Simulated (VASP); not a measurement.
# Be3N2 (P1) in VASP: notebook

Be3N2 is run at these levels: LDA; tasks: single point.

Everything below comes from runs of VASP 6.6.1. Logs are shortened: lines on timing, memory, paths and dates and some standing lists are left out, and cuts for length are marked.

## 1. The cell of the first run

The typed cell holds 5 atoms: a = 2.818 Å, b = 2.818 Å, c = 4.667 Å, α = 90.00°, β = 90.00°, γ = 120.00°.

## 2. Single point, LDA (all Be atoms moved -0.100 Å, as atom 1 along Cartesian [1 1 1])

Input file INCAR:

```
PREC     = Accurate       # precision mode
ENCUT    = 520            # plane-wave cutoff, eV
EDIFF    = 1E-6           # SCF threshold, eV
ISMEAR   = 0              # smearing method
SIGMA    = 0.05           # smearing width, eV
LREAL    = F              # projectors in reciprocal space
LASPH    = T              # aspherical terms in the spheres
NELM     = 100            # most SCF steps
ALGO     = Normal         # electronic algorithm
ISIF     = 2              # what is computed and relaxed
LWAVE    = F              # write WAVECAR
LCHARG   = F              # write CHGCAR
NBANDS   = 16             # bands
```

Input file KPOINTS:

```
Automatic mesh
0
Gamma
  9 9 6
```

Input file POSCAR:

```
Be3N2
1.0
    2.8177777140      0.0000000000      0.0000000000
   -1.4088888570      2.4402670826      0.0000000000
    0.0000000000      0.0000000000      4.6670220000
Be N
3 2
Direct
   -0.0323192138     -0.0236593065     -0.0123708495
    0.6343474529      0.3096740268      0.6372621505
    0.3010141196      0.6430073601      0.3379961505
    0.3333333333      0.6666666667      0.7470580000
    0.6666666667      0.3333333333      0.2529420000
```

Potentials or basis: VASP PAW LDA potentials, release 64 (Be, N).

Run with:

```bash
$ cat potpaw_LDA.64/Be/POTCAR potpaw_LDA.64/N/POTCAR > POTCAR
$ mpirun -np 1 vasp_std > vasp.out
```

OUTCAR:

```text
PREC = Accurate
   ENCUT = 520
   EDIFF = 1E-6
   ISMEAR = 0
   LREAL = F
   LASPH = T
   NELM = 100
   ISIF = 2

 ion  position               nearest neighbor table
   1  0.968  0.976  0.988-   4 1.91   4 2.00   5 2.00   4 2.03   5 2.03   3 2.31   2 2.31   3 2.31
                             2 2.31   2 2.31   3 2.31
   2  0.634  0.310  0.637-   4 1.65   4 1.69   4 1.78   5 1.80   3 2.14   3 2.14   3 2.14   1 2.31
                             1 2.31   1 2.31
   3  0.301  0.643  0.338-   5 1.60   5 1.70   5 1.73   4 1.91   2 2.14   2 2.14   2 2.14   1 2.31
                             1 2.31   1 2.31
   4  0.333  0.667  0.747-   2 1.65   2 1.69   2 1.78   3 1.91   1 1.91   1 2.00   1 2.03
   5  0.667  0.333  0.253-   3 1.60   3 1.70   3 1.73   2 1.80   1 2.00   1 2.03

  LATTYP: Found a hexagonal cell.
 ALAT       =     2.8177777140
 C/A-ratio  =     1.6562775611

  Lattice vectors:

 A1 = (   2.8177777140,   0.0000000000,   0.0000000000)
 A2 = (  -1.4088888570,   2.4402670826,   0.0000000000)
 A3 = (   0.0000000000,   0.0000000000,   4.6670220000)

Analysis of symmetry for initial positions (statically):
=====================================================================
 Subroutine PRICEL returns:
 Original cell was already a primitive cell.

 Routine SETGRP: Setting up the symmetry group for a
 hexagonal supercell.

 Subroutine GETGRP returns: Found  1 space group operations
 (whereof  1 operations were pure point group operations)
 out of a pool of 24 trial point group operations.

The static configuration has the point symmetry C_1 .

Analysis of symmetry for dynamics (positions and initial velocities):
=====================================================================
 Subroutine PRICEL returns:
 Original cell was already a primitive cell.

 Routine SETGRP: Setting up the symmetry group for a
 hexagonal supercell.

 Subroutine GETGRP returns: Found  1 space group operations
 (whereof  1 operations were pure point group operations)
 out of a pool of 24 trial point group operations.

The dynamic configuration has the point symmetry C_1 .

 Subroutine INISYM returns: Found  1 space group operations
 (whereof  1 operations are pure point group operations),
 and found     1 'primitive' translations

----------------------------------------------------------------------------------------

                                     Primitive cell

  volume of cell :      32.0911

[... 93 lines left out ...]
   NELM   =    100;   NELMIN=  2; NELMDL= -5     # of ELM steps
   EDIFF  = 0.1E-05   stopping-criterion for ELM
   LREAL  =      F    real-space projection
   EDIFFG = 0.1E-04   stopping-criterion for IOM
   NSW    =      0    number of steps for IOM
   IBRION =     -1    ionic relax: 0-MD 1-quasi-New 2-CG
   NFREE  =      0    steps in history (QN), initial steepest desc. (CG)
   ISIF   =      2    stress and relaxation
   ISYM   =      2    0-nonsym 1-usesym 2-fastsym
   POTIM  = 0.5000    time-step for ionic-motion
   TEBEG  =    0.0;   TEEND  =   0.0 temperature during run
   PSTRESS=    0.0 pullay stress
   NELECT =      16.0000    total number of electrons
   NUPDOWN=      -1.0000    fix difference up-down
   EMIN   =  10.00;   EMAX   =-10.00  energy-range for DOS
   EFERMI =   0.00;   METHOD = LEGACY
   ISMEAR =     0;   SIGMA  =   0.05  broadening in eV -4-tet -1-fermi 0-gaus
   EFERMI_NEDOS =   21; number of points for ismear=-14 and -15
   IALGO  =     38    algorithm
   IMIX   =      4    mixing-type and parameters
     AMIX     =   0.40;   BMIX     =  1.00
     AMIX_MAG =   1.60;   BMIX_MAG =  1.00
  volume/ion in A,a.u.               =       6.42        43.31
  Fermi-wavevector in a.u.,A,eV,Ry     =   1.298136  2.453121 22.927952  1.685157
  Thomas-Fermi vector in A             =   2.429484
   LORBIT       =      0    0 simple, 1 ext, 2 COOP (PROOUT), +10 PAW based schemes
   GGA     = CA    functional components
   LHFCALC =     F    Hartree Fock is set to
   AEXX    =    0.0000 exact exchange contribution
   IVDW    =     0    specifies the selected vdW correction
   LEPSILON=     F    determine dielectric tensor
   LRPA    =     F    only Hartree local field effects (RPA)
 non-spin polarized calculation
 Gauss-broadening in eV      SIGMA  =   0.05
  energy-cutoff  :      520.00
  volume of cell :       32.09
 maximum number of plane-waves:       882
 NGX is ok and might be reduce to    24
   NGX = 11   NGY = 11   NGZ = 17

 number of electron      15.9999998 magnetization

 Free energy of the ion-electron system (eV)
  ---------------------------------------------------
  ext. energy  EPLUGINS =         0.00000000
  ---------------------------------------------------
  free energy    TOTEN  =       -35.87701002 eV

  energy without entropy =      -35.87701002  energy(sigma->0) =      -35.87701002

 E-fermi :   7.0528     XC(G=0): -11.9295

 val. band max:        6.7432993019   @ k =  -0.1111   0.1111   0.0000
 cond. band min:      10.9583672373   @ k =   0.4444  -0.4444   0.3333
 fundamental gap:      4.2150679354
 Fermi energy:         7.0528219110

 k-point     1 :       0.0000    0.0000    0.0000
  band No.  band energies     occupation
      1     -10.1387      2.00000
      2      -7.5356      2.00000
      3      -1.4701      2.00000
      4       5.1679      2.00000
      5       5.2784      2.00000
      6       6.4408      2.00000
[... 433 lines left out ...]
      3       0.1046      2.00000
      4       0.5580      2.00000
      5       1.6521      2.00000
      6       2.9164      2.00000
[... 8 lines left out ...]
     15      19.6369      0.00000
     16      20.7449      0.00000

 [... further k-points ...]
[... 5 lines left out ...]
  --------------------------------------------------------------------------------------
  -------------------------------------------------------------------------------------
  Total       -1.4795923     -1.7242418     -1.6083467      0.3015659      0.0818319      0.2109247
  in kB      -73.8701031    -86.0844723    -80.2982934     15.0559726      4.0855380     10.5306250
  external PRESSURE =     -80.0842896 kB  Pullay stress =       0.0000000 kB

 VOLUME and BASIS-vectors are now :
 -----------------------------------------------------------------------------
  energy-cutoff  :      520.00
  volume of cell :       32.09
      direct lattice vectors                 reciprocal lattice vectors
     2.817777714  0.000000000  0.000000000     0.354889598  0.204895605  0.000000000
    -1.408888857  2.440267083  0.000000000     0.000000000  0.409791210  0.000000000
     0.000000000  0.000000000  4.667022000     0.000000000  0.000000000  0.214269399

 POSITION                                       TOTAL-FORCE (eV/Angst)
 -----------------------------------------------------------------------------------
      1.35115      2.38253      4.60929        -0.142834     -0.150334     -0.175890
      1.35115      0.75569      2.97412         0.509563      0.628369      0.199574
     -0.05774      1.56911      1.57744         0.920156      0.770295      0.220548
     -0.00000      1.62684      3.48654        -0.444947     -0.552004     -0.142792
      1.40889      0.81342      1.18049        -0.841939     -0.696326     -0.101440
 -----------------------------------------------------------------------------------
    total drift:                                0.000144      0.000128     -0.000055

  FREE ENERGIE OF THE ION-ELECTRON SYSTEM (eV)
  ---------------------------------------------------
  free  energy   TOTEN  =       -35.8770100154 eV

  energy  without entropy=      -35.8770100154  energy(sigma->0) =      -35.87701002
```

It took 48 s on 1 thread of AMD EPYC 9R45 (Zen 5), shared host; peak memory 0.18 GiB.

Results:

| Property | Result |
| --- | --- |
| Free energy | -35.8770 eV |
| Pressure | -8.0 GPa |
| Largest force | 1.220 eV/Å |
| Band gap on the k mesh | 4.22 eV (least direct gap 5.89 eV) |

Forces in eV/Å, atoms in the order of the input:
```
Be  -0.143 -0.150 -0.176
Be   0.510  0.628  0.200
Be   0.920  0.770  0.221
N   -0.445 -0.552 -0.143
N   -0.842 -0.696 -0.101
```

Stress tensor (GPa, compression positive):
```
-7.39  1.51  1.05
 1.51 -8.61  0.41
 1.05  0.41 -8.03
```

Caveat: the cell differs from its parent crystal (all Be atoms moved -0.100 Å, as atom 1 along Cartesian [1 1 1]); the cell stands under tension; forces of over 1 eV/Å act on the atoms, so gaps and moduli don't describe the material at rest. A k mesh can miss the band edges.

## 3. Single point, LDA (all Be atoms moved +0.075 Å, as atom 1 along Cartesian [1 1 1])

Changes to INCAR since step 2:

```diff
@@ -7,3 +7,3 @@
 LASPH    = T              # aspherical terms in the spheres
-NELM     = 100            # most SCF steps
+NELM     = 80             # most SCF steps
 ALGO     = Normal         # electronic algorithm
@@ -11,3 +11,5 @@
 LWAVE    = F              # write WAVECAR
-LCHARG   = F              # write CHGCAR
+LCHARG   = T              # write CHGCAR
+LELF     = T              # ELF
+LVHAR    = T            
 NBANDS   = 16             # bands
```

KPOINTS is that of step 2.

Input file POSCAR:

```
Be3N2
1.0
    2.8177777140      0.0000000000      0.0000000000
   -1.4088888570      2.4402670826      0.0000000000
    0.0000000000      0.0000000000      4.6670220000
Be N
3 2
Direct
    0.0242394103      0.0177444799      0.0092781371
    0.6909060770      0.3510778132      0.6589111371
    0.3575727436      0.6844111466      0.3596451371
    0.3333333333      0.6666666667      0.7470580000
    0.6666666667      0.3333333333      0.2529420000
```

Potentials or basis: VASP PAW LDA potentials, release 64 (Be, N).

Run with:

```bash
$ cat potpaw_LDA.64/Be/POTCAR potpaw_LDA.64/N/POTCAR > POTCAR
$ mpirun -np 1 vasp_std > vasp.out
```

Wall time 50 s (1 thread of AMD EPYC 9R45 (Zen 5), shared host); peak memory 0.18 GiB.

The run converged. Its results:

```yaml
Free_energy: -35.9118 eV
Pressure: -8.6 GPa
Largest_force: 0.869 eV/Å
Band_gap_on_the_k_mesh: 4.22 eV (least direct gap 5.91 eV)
```

Forces on the atoms (eV/Å):
```
Be   0.113  0.116  0.136
Be  -0.644 -0.562 -0.159
Be  -0.414 -0.482 -0.152
N    0.584  0.505  0.034
N    0.361  0.423  0.141
```

Stress tensor (GPa, compression positive):
```
-8.42  0.85  0.59
 0.85 -9.10  0.23
 0.59  0.23 -8.41
```

Levels at points of the mesh, in eV from the valence-band top:
```csv
k point,band 4,band 5,band 6,band 7,band 8,band 9,band 10,band 11,band 12,band 13
"(0.00, 0.00, 0.00)",-1.53,-1.47,-0.32,-0.32,-0.04,6.46,7.16,8.20,8.21,10.89
"(0.00, 0.00, 0.50)",-3.84,-1.33,-1.25,-0.51,-0.49,6.66,7.80,7.83,8.91,9.63
```

Caveat: the cell differs from its parent crystal (all Be atoms moved +0.075 Å, as atom 1 along Cartesian [1 1 1]); the cell stands under tension.

## 4. Single point, LDA (all Be atoms moved -0.050 Å, as atom 1 along Cartesian [1 1 1])

Input file INCAR:

```
ALGO = Normal
EDIFF = 1E-6
ENCUT = 520
ISIF = 2
ISMEAR = 0
LASPH = T
LCHARG = F
LREAL = F
LWAVE = F
NBANDS = 16
NELM = 60
PREC = Accurate
SIGMA = 0.05
```

Input file KPOINTS:

```
k-points
0
Gamma
  9 9 6
```

Input file POSCAR:

```
Be3N2
1.0
    2.8177777140      0.0000000000      0.0000000000
   -1.4088888570      2.4402670826      0.0000000000
    0.0000000000      0.0000000000      4.6670220000
Be N
3 2
Direct
   -0.0161596069     -0.0118296533     -0.0061854248
    0.6505070598      0.3215036801      0.6434475752
    0.3171737265      0.6548370134      0.3441815752
    0.3333333333      0.6666666667      0.7470580000
    0.6666666667      0.3333333333      0.2529420000
```

Run with:

```bash
$ cat potpaw_LDA.64/Be/POTCAR potpaw_LDA.64/N/POTCAR > POTCAR
$ mpirun -np 1 vasp_std > vasp.out
```

Run time: 45 s. Hardware: 1 thread of AMD EPYC 9R45 (Zen 5), shared host; peak memory 0.18 GiB.

It converged, with:

```yaml
Free_energy: -35.9363 eV
Pressure: -9.1 GPa
Largest_force: 0.551 eV/Å
Band_gap_on_the_k_mesh: 4.23 eV (least direct gap 5.93 eV)
```

Forces in eV/Å, atoms in the order of the input:
```
Be  -0.078 -0.079 -0.093
Be   0.298  0.329  0.105
Be   0.400  0.365  0.101
N   -0.260 -0.289 -0.134
N   -0.359 -0.325  0.022
```

Stress tensor (GPa, compression positive):
```
-9.15  0.38  0.26
 0.38 -9.45  0.10
 0.26  0.10 -8.69
```

Levels at points of the mesh, in eV from the valence-band top:
```
           k point  band 5  band 6  band 7  band 8  band 9  band 10  band 11  band 12
(0.00, 0.00, 0.00)   -1.47   -0.33   -0.33   -0.04    6.47     7.16     8.20     8.20
(0.00, 0.00, 0.50)   -1.28   -1.25   -0.53   -0.52    6.66     7.79     7.81     8.92
```

Caveat: the cell differs from its parent crystal (all Be atoms moved -0.050 Å, as atom 1 along Cartesian [1 1 1]); the cell stands under tension.

## 5. Single point, LDA (all Be atoms moved +0.025 Å, as atom 1 along Cartesian [1 1 1])

Input file INCAR:

```
SYSTEM = Be3N2
ALGO = Normal ; EDIFF = 1E-6
ENCUT = 520 ; GGA = CA
ISIF = 2 ; ISMEAR = 0
LASPH = .TRUE. ; LCHARG = .FALSE.
LREAL = .FALSE. ; LWAVE = .FALSE.
NBANDS = 16 ; NELM = 80
PREC = Accurate ; SIGMA = 0.05
```

Input file KPOINTS:

```
k-points
0
G
  9 9 6
  0 0 0
```

Input file POSCAR:

```
Be3N2
1.0
    2.8177777140      0.0000000000      0.0000000000
   -1.4088888570      2.4402670826      0.0000000000
    0.0000000000      0.0000000000      4.6670220000
Be N
3 2
Direct
    0.0080798034      0.0059148266      0.0030927124
    0.6747464701      0.3392481600      0.6527257124
    0.3414131368      0.6725814933      0.3534597124
    0.3333333333      0.6666666667      0.7470580000
    0.6666666667      0.3333333333      0.2529420000
```

Run with:

```bash
$ cat potpaw_LDA.64/Be/POTCAR potpaw_LDA.64/N/POTCAR > POTCAR
$ mpirun -np 1 vasp_std > vasp.out
```

Run time: 45 s. Hardware: 1 thread of AMD EPYC 9R45 (Zen 5), shared host; peak memory 0.18 GiB.

It converged, with:

```
Free energy            : -35.9508 eV
Pressure               : -9.4 GPa
Largest force          : 0.261 eV/Å
Band gap on the k mesh : 4.23 eV (least direct gap 5.94 eV)
```

Forces on the atoms (eV/Å):
```
Be   0.040  0.040  0.047
Be  -0.186 -0.178 -0.046
Be  -0.161 -0.169 -0.056
N    0.166  0.158 -0.065
N    0.141  0.149  0.120
```

Stress tensor (GPa, compression positive):
```
-9.59  0.09  0.07
 0.09 -9.66  0.03
 0.07  0.03 -8.85
```

Levels at points of the mesh, in eV from the valence-band top:
| k point | band 6 | band 7 | band 8 | band 9 | band 10 | band 11 |
| --- | --- | --- | --- | --- | --- | --- |
| (0.00, 0.00, 0.00) | -0.34 | -0.34 | -0.04 | 6.48 | 7.16 | 8.19 |
| (0.00, 0.00, 0.50) | -1.24 | -0.54 | -0.54 | 6.66 | 7.79 | 7.79 |

Caveat: the cell differs from its parent crystal (all Be atoms moved +0.025 Å, as atom 1 along Cartesian [1 1 1]); the cell stands under tension.

(Continued in part 2 of 2.)
